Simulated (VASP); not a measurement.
# NbP (I4_1md) in VASP: single point with PBE

Aim: the single point of NbP with PBE.

Program: VASP 6.6.1. These are calculated values, not measurements. Logs are shortened: lines on timing, memory, paths and dates and some standing lists are left out, and cuts for length are marked.

## Step 1: The cell of the first run

It takes space group I4_1md (No. 109, tetragonal). The conventional cell has a = 3.338 Å, b = 3.338 Å, c = 11.464 Å, α = 90.00°, β = 90.00°, γ = 90.00°. Nb (site symmetry 2mm) has 6 P at 2.54 to 2.55 Å and 8 Nb at 3.32 to 3.34 Å within 3.4 Å. P (site symmetry 2mm) has 6 Nb at 2.54 to 2.55 Å and 8 P at 3.32 to 3.34 Å within 3.4 Å.

## Step 2: Single point, PBE, non-collinear spin, zero start, spin-orbit coupling

Contents of INCAR:

```
ALGO = Normal ; EDIFF = 1E-6
ENCUT = 520 ; GGA = PE
GGA_COMPAT = F ; ISIF = 2
ISMEAR = -1 ; LASPH = T
LCHARG = F ; LMAXMIX = 4
LNONCOLLINEAR = T ; LORBIT = 11
LORBMOM = T ; LREAL = F
LSORBIT = T ; LWAVE = F
MAGMOM = 0 0 0 0 0 0 0 0 0 0 0 0 ; NBANDS = 50
NELM = 150 ; PREC = Accurate
SIGMA = 0.02
```

Contents of KPOINTS:

```
k-points
0
Gamma
  10 10 10
```

Contents of POSCAR:

```
NbP
1.0
   -1.6691837428      1.6691837428      5.7320230940
    1.6691837428     -1.6691837428      5.7320230940
    1.6691837428      1.6691837428     -5.7320230940
Nb P
2 2
Direct
    0.7498223616      0.7498223616      0.0000000000
    0.4998223616      0.9998223616      0.5000000000
    0.3328062134      0.3328062134      0.0000000000
    0.0828062134      0.5828062134      0.5000000000
```

Potentials or basis: VASP PAW PBE potentials, release 64 (Nb_sv, P).

Command:

```bash
cat potpaw_PBE.64/Nb_sv/POTCAR potpaw_PBE.64/P/POTCAR > POTCAR
mpirun -np 1 vasp_ncl > vasp.out
```

OUTCAR:

```text
EDIFF = 1E-6
   ENCUT = 520
   GGA = PE
   ISIF = 2
   ISMEAR = -1
   LASPH = T
   LNONCOLLINEAR = T
   LORBIT = 11
   LREAL = F
   LSORBIT = T
   NELM = 150
   PREC = Accurate

 ion  position               nearest neighbor table
   1  0.750  0.750  0.000-   4 2.54   4 2.54   3 2.55   3 2.55   3 2.55   3 2.55
   2  0.500  1.000  0.500-   3 2.54   3 2.54   4 2.55   4 2.55   4 2.55   4 2.55
   3  0.333  0.333  0.000-   2 2.54   2 2.54   1 2.55   1 2.55   1 2.55   1 2.55
   4  0.083  0.583  0.500-   1 2.54   1 2.54   2 2.55   2 2.55   2 2.55   2 2.55

  LATTYP: Found a body centered tetragonal cell.
 ALAT       =     3.3383674856
 C/A-ratio  =     3.4340276310

  Lattice vectors:

 A1 = (  -1.6691837428,   1.6691837428,   5.7320230940)
 A2 = (   1.6691837428,  -1.6691837428,   5.7320230940)
 A3 = (   1.6691837428,   1.6691837428,  -5.7320230940)

Analysis of symmetry for initial positions (statically):
=====================================================================
 Subroutine PRICEL returns:
 Original cell was already a primitive cell.

 Routine SETGRP: Setting up the symmetry group for a
 body centered tetragonal supercell.

 Subroutine GETGRP returns: Found  8 space group operations
 (whereof  4 operations were pure point group operations)
 out of a pool of 16 trial point group operations.

The static configuration has the point symmetry C_2v.
 The point group associated with its full space group is C_4v.

Analysis of symmetry for dynamics (positions and initial velocities):
=====================================================================
 Subroutine PRICEL returns:
 Original cell was already a primitive cell.

 Routine SETGRP: Setting up the symmetry group for a
 body centered tetragonal supercell.

 Subroutine GETGRP returns: Found  8 space group operations
 (whereof  4 operations were pure point group operations)
 out of a pool of 16 trial point group operations.

The dynamic configuration has the point symmetry C_2v.
 The point group associated with its full space group is C_4v.

Analysis of structural, dynamic, and magnetic symmetry:
=====================================================================
 Subroutine PRICEL returns:
 Original cell was already a primitive cell.

 Routine SETGRP: Setting up the symmetry group for a
 body centered tetragonal supercell.

 Subroutine GETGRP returns: Found  8 space group operations
 (whereof  4 operations were pure point group operations)
 out of a pool of 16 trial point group operations.

The overall configuration has the point symmetry C_2v.
 The point group associated with its full space group is C_4v.

 Subroutine INISYM returns: Found  8 space group operations
 (whereof  4 operations are pure point group operations),
 and found     1 'primitive' translations

----------------------------------------------------------------------------------------

                                     Primitive cell

  volume of cell :      63.8817

  direct lattice vectors                    reciprocal lattice vectors
    -1.669183743  1.669183743  5.732023094     0.000000000  0.299547610  0.087229237
     1.669183743 -1.669183743  5.732023094     0.299547610  0.000000000  0.087229237
     1.669183743  1.669183743 -5.732023094     0.299547610  0.299547610  0.000000000

  length of vectors
     6.199067469  6.199067469  6.199067469     0.311989920  0.311989920  0.423624292

  position of ions in fractional coordinates (direct lattice)
     0.749822362  0.749822362  0.000000000
     0.499822362  0.999822362  0.500000000
     0.332806213  0.332806213  0.000000000
     0.082806213  0.582806213  0.500000000

  ion indices of the primitive-cell ions
[... 117 lines left out ...]

 number of electron      36.0000000 magnetization      -0.0000000      0.0000000      0.0000000

 Free energy of the ion-electron system (eV)
  ---------------------------------------------------
  ext. energy  EPLUGINS =         0.00000000
  ---------------------------------------------------
  free energy    TOTEN  =       -35.48674973 eV

  energy without entropy =      -35.48577481  energy(sigma->0) =      -35.48626227

 E-fermi :  10.6751     XC(G=0): -12.0284

 val. band max:       10.6647412732   @ k =  -0.2000   0.3000   0.2000
 cond. band min:      10.6909374522   @ k =  -0.3000   0.5000   0.3000
 fundamental gap:      0.0261961790
 Fermi energy:        10.6750923689

 k-point     1 :       0.0000    0.0000    0.0000
  band No.  band energies     occupation
      1     -44.2572      1.00000
      2     -44.2572      1.00000
      3     -44.2193      1.00000
      4     -44.2193      1.00000
      5     -21.7272      1.00000
      6     -21.7272      1.00000
[... 1213 lines left out ...]
     47      14.7127      0.00000
     48      14.7549      0.00000

 [... further k-points ...]

 [bands above 48 left out]

------------------------ aborting loop because EDIFF is reached ----------------------------------------

  FORCE on cell =-STRESS in cart. coord.  units (eV):
  Direction    XX          YY          ZZ          XY          YZ          ZX
  --------------------------------------------------------------------------------------
  -------------------------------------------------------------------------------------
  Total        0.1333377      0.1333377     -0.1327015      0.0000000      0.0000000      0.0000000
  in kB        3.3441628      3.3441628     -3.3282055      0.0000000      0.0000000      0.0000000
  external PRESSURE =       1.1200401 kB  Pullay stress =       0.0000000 kB

 VOLUME and BASIS-vectors are now :
 -----------------------------------------------------------------------------
  energy-cutoff  :      520.00
  volume of cell :       63.88
      direct lattice vectors                 reciprocal lattice vectors
    -1.669183743  1.669183743  5.732023094     0.000000000  0.299547610  0.087229237
     1.669183743 -1.669183743  5.732023094     0.299547610  0.000000000  0.087229237
     1.669183743  1.669183743 -5.732023094     0.299547610  0.299547610  0.000000000

 POSITION                                       TOTAL-FORCE (eV/Angst)
 -----------------------------------------------------------------------------------
      0.00000      0.00000      8.59600         0.000000     -0.000000      0.017236
      1.66918      0.00000      5.72999        -0.000000      0.000000      0.017236
      0.00000      0.00000      3.81531        -0.000000     -0.000000     -0.017236
      1.66918      0.00000      0.94929         0.000000      0.000000     -0.017236
 -----------------------------------------------------------------------------------
    total drift:                                0.000000      0.000000      0.000139

  FREE ENERGIE OF THE ION-ELECTRON SYSTEM (eV)
  ---------------------------------------------------
  free  energy   TOTEN  =       -35.4867497343 eV

  energy  without entropy=      -35.4857748114  energy(sigma->0) =      -35.48626227

 orbital moment (x)

 # of ion     p       d       tot
 ----------------------------------------
  1        -0.000   0.000   0.000
  2         0.000  -0.000  -0.000
  3         0.000   0.000   0.000
  4         0.000   0.000   0.000
 ----------------------------------------
            0.000   0.000   0.000

 orbital moment (y)

 # of ion     p       d       tot
 ----------------------------------------
  1        -0.000  -0.000  -0.000
  2         0.000  -0.000  -0.000
  3        -0.000   0.000  -0.000
  4        -0.000   0.000  -0.000
 ----------------------------------------
           -0.000  -0.000  -0.000

 orbital moment (z)

 # of ion     p       d       tot
 ----------------------------------------
  1         0.000   0.000   0.000
  2         0.000   0.000   0.000
  3         0.000   0.000   0.000
  4         0.000   0.000   0.000
 ----------------------------------------
            0.000   0.000   0.000

 Spin-Orbit-Coupling matrix elements

 Ion:    1  E_soc:     -0.1721883
 l=   1
     0.0000000    -0.0264900    -0.0263926
    -0.0264900     0.0000000    -0.0265536
    -0.0263926    -0.0265536     0.0000000
 l=   2
     0.0000000    -0.0003792     0.0000000    -0.0004316    -0.0016354
    -0.0003792     0.0000000    -0.0013730    -0.0004569    -0.0003943
     0.0000000    -0.0013730     0.0000000    -0.0014798     0.0000000
    -0.0004316    -0.0004569    -0.0014798     0.0000000    -0.0005078
    -0.0016354    -0.0003943     0.0000000    -0.0005078     0.0000000
 l=   3
     0.0000000     0.0000000     0.0000000     0.0000000     0.0000000     0.0000000     0.0000000
     0.0000000     0.0000000     0.0000000     0.0000000     0.0000000     0.0000000     0.0000000
     0.0000000     0.0000000     0.0000000     0.0000000     0.0000000     0.0000000     0.0000000
     0.0000000     0.0000000     0.0000000     0.0000000     0.0000000     0.0000000     0.0000000
[... 49 lines left out ...]
 l=   2
     0.0000000     0.0000000     0.0000000     0.0000000     0.0000000
     0.0000000     0.0000000     0.0000000     0.0000000     0.0000000
     0.0000000     0.0000000     0.0000000     0.0000000     0.0000000
     0.0000000     0.0000000     0.0000000     0.0000000     0.0000000
     0.0000000     0.0000000     0.0000000     0.0000000     0.0000000
 l=   3
     0.0000000     0.0000000     0.0000000     0.0000000     0.0000000     0.0000000     0.0000000
     0.0000000     0.0000000     0.0000000     0.0000000     0.0000000     0.0000000     0.0000000
     0.0000000     0.0000000     0.0000000     0.0000000     0.0000000     0.0000000     0.0000000
     0.0000000     0.0000000     0.0000000     0.0000000     0.0000000     0.0000000     0.0000000
     0.0000000     0.0000000     0.0000000     0.0000000     0.0000000     0.0000000     0.0000000
     0.0000000     0.0000000     0.0000000     0.0000000     0.0000000     0.0000000     0.0000000
     0.0000000     0.0000000     0.0000000     0.0000000     0.0000000     0.0000000     0.0000000

 total charge

# of ion       s       p       d       tot
------------------------------------------
    1        2.156   6.031   2.464  10.651
    2        2.156   6.031   2.464  10.651
    3        1.021   1.535   0.000   2.556
    4        1.021   1.535   0.000   2.556
--------------------------------------------------
tot          6.354  15.131   4.927  26.412

 magnetization (x)

# of ion       s       p       d       tot
------------------------------------------
    1       -0.000   0.000   0.000   0.000
    2        0.000   0.000   0.000   0.000
    3        0.000   0.000   0.000   0.000
    4       -0.000   0.000   0.000  -0.000
--------------------------------------------------
tot          0.000   0.000   0.000   0.000

 magnetization (y)

# of ion       s       p       d       tot
------------------------------------------
    1        0.000   0.000   0.000   0.000
    2        0.000   0.000  -0.000  -0.000
    3        0.000   0.000   0.000   0.000
    4       -0.000   0.000   0.000  -0.000
--------------------------------------------------
tot         -0.000   0.000  -0.000  -0.000

 magnetization (z)

# of ion       s       p       d       tot
------------------------------------------
    1        0.000   0.000   0.000   0.000
    2        0.000  -0.000   0.000  -0.000
    3       -0.000  -0.000   0.000  -0.000
    4        0.000   0.000   0.000   0.000
--------------------------------------------------
tot          0.000   0.000   0.000   0.000
```

Run time: 1.8 h. Hardware: 1 thread of Oxide Virtual Turin-like, shared host; peak memory 1.2 GiB.

What came out:

| Item | Value |
| --- | --- |
| Free energy | -35.4867 eV |
| Pressure | 0.1 GPa |
| Largest force | 0.017 eV/Å |
| Net moment | 0.00 μB per cell |
| Valence electrons inside the program's atomic spheres | Nb 10.65; P 2.56 |

Forces in eV/Å, atoms in the order of the input:
```
Nb   0.000  0.000  0.017
Nb   0.000  0.000  0.017
P    0.000  0.000 -0.017
P    0.000  0.000 -0.017
```

Moments on the atoms (μB; x, y, z):
```
Nb  0.00 0.00 0.00
Nb  0.00 0.00 0.00
P   0.00 0.00 0.00
P   0.00 0.00 0.00
```
